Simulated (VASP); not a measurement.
Write the native input for VASP 6.6.1 that does the following.

```yaml
Task: single point
Functional: PBEsol
Potentials_or_basis: VASP PAW PBE potentials, release 64 (Zn, S)
Cutoff: 520 eV
k_mesh: 12 × 12 × 4
Occupations: gaussian, width 0.05 eV
Spin: no spin polarisation
Dipole_correction: no
Further_INCAR_settings: ALGO = Normal; EDIFF = 1e-07; NBANDS = 46
```

The structure of ZnS lies in POSCAR:

```
ZnS
1.0
    3.7846846186      0.0000000000      0.0000000000
   -1.8923423093      3.2776330250      0.0000000000
    0.0000000000      0.0000000000     12.3926922670
Zn S
4 4
Direct
    0.0000000000      0.0000000000      0.0203154952
    0.0000000000      0.0000000000      0.5203154952
    0.3333333333      0.6666666667      0.2702409511
    0.6666666667      0.3333333333      0.7702409511
    0.0000000000      0.0000000000      0.1872166306
    0.0000000000      0.0000000000      0.6872166306
    0.3333333333      0.6666666667      0.4375732810
    0.6666666667      0.3333333333      0.9375732810
```

This cell differs from its parent crystal: all Zn atoms moved +0.250 Å, as atom 1 along Cartesian [0 0 1].

One way to write it, as run:

INCAR

```
SYSTEM = ZnS
  PREC = Accurate
  ENCUT = 520
  EDIFF = 1E-7
  ISMEAR = 0
  SIGMA = 0.05
  LREAL = .FALSE.
  LASPH = .TRUE.
  NELM = 80
  ALGO = Normal
  ISIF = 2
  LWAVE = .FALSE.
  LCHARG = .FALSE.
  GGA = PS
  NBANDS = 46
```

KPOINTS

```
regular mesh
0
G
  12 12 4
  0 0 0
```

Potentials or basis: VASP PAW PBE potentials, release 64 (Zn, S).

Run with:

```bash
$ cat potpaw_PBE.64/Zn/POTCAR potpaw_PBE.64/S/POTCAR > POTCAR
$ mpirun -np 1 vasp_std > vasp.out
```

It gave:

```json
{"Pressure": "3.3 GPa", "Largest force": "2.765 eV/Å", "Band gap on the k mesh": "2.03 eV"}
```

Caveat: the cell differs from its parent crystal (all Zn atoms moved +0.250 Å, as atom 1 along Cartesian [0 0 1]); the stress differs along the axes, from -3 to 16 GPa; the PAW data sets were made with another functional, which shifts forces and pressure a little.

It took 7.1 min on 1 thread of Oxide Virtual Turin-like Processor, with other jobs on the host, peak memory 0.41 GiB.
